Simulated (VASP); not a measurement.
Wanted: the native input for a VASP 6.6.1 run.

| Item | Value |
| --- | --- |
| Task | single point |
| Functional | PBE |
| Potentials or basis | VASP PAW PBE potentials, release 64 (Co, Cl) |
| Cutoff | 520 eV |
| k mesh | 4 × 4 × 4 |
| Occupations | gaussian, width 0.05 eV |
| Spin | collinear spin, ferromagnetic start |
| Starting moments | [2.68, 0.0, 0.0, 0.0] μB |
| Hubbard terms | Co d U = 3.3 eV |
| Dipole correction | no |
| Further INCAR settings | ALGO = Normal; EDIFF = 1e-06; NBANDS = 27 |

The structure of CoCl3 lies in POSCAR:

```
CoCl3
1.0
    4.7790041477      0.0000000000      0.0000000000
    0.0000000000      4.7790041477      0.0000000000
    0.0000000000      0.0000000000      4.7790041477
Co Cl
1 3
Direct
    0.0000000000      0.0000000000      0.0000000000
    0.5000000000      0.0000000000      0.0000000000
    0.0000000000      0.0000000000      0.5000000000
    0.0000000000      0.5000000000      0.0000000000
```

These files were run (other wordings do the same):

INCAR

```
SYSTEM = CoCl3
PREC = Accurate
ENCUT = 520
EDIFF = 1E-6
ISMEAR = 0
SIGMA = 0.05
LREAL = .FALSE.
LASPH = .TRUE.
NELM = 150
ALGO = Normal
ISIF = 2
LWAVE = .FALSE.
LCHARG = .TRUE.
ISPIN = 2
MAGMOM = 2.68 0 0 0
LORBIT = 11
LMAXMIX = 4
LDAU = .TRUE.
LDAUTYPE = 2
LDAUL = 2 -1
LDAUU = 3.3 0
LDAUJ = 0 0
LDAUPRINT = 1
GGA = PE
LELF = .TRUE.
LVHAR = .TRUE.
NBANDS = 27
```

KPOINTS

```
Automatic mesh
0
G
  4 4 4
  0 0 0
```

Potentials or basis: VASP PAW PBE potentials, release 64 (Co, Cl).

Run with:

```console
$ cat potpaw_PBE.64/Co/POTCAR potpaw_PBE.64/Cl/POTCAR > POTCAR
$ mpirun -np 1 vasp_std > vasp.out
```

Results of the run:

```yaml
Pressure: -0.7 GPa
Net_moment: 3.66 μB per cell
Site_moments: Co +2.67; Cl +0.26 μB
Valence_electrons_inside_the_program's_atomic_spheres: Co 7.68; Cl 5.07
```

Caveat: a cell with one magnetic atom can't hold antiferromagnetic order, which such compounds often take.

Run time: 2.2 min on 1 thread of Oxide Virtual Turin-like Processor (shared host), peak memory 0.22 GiB.
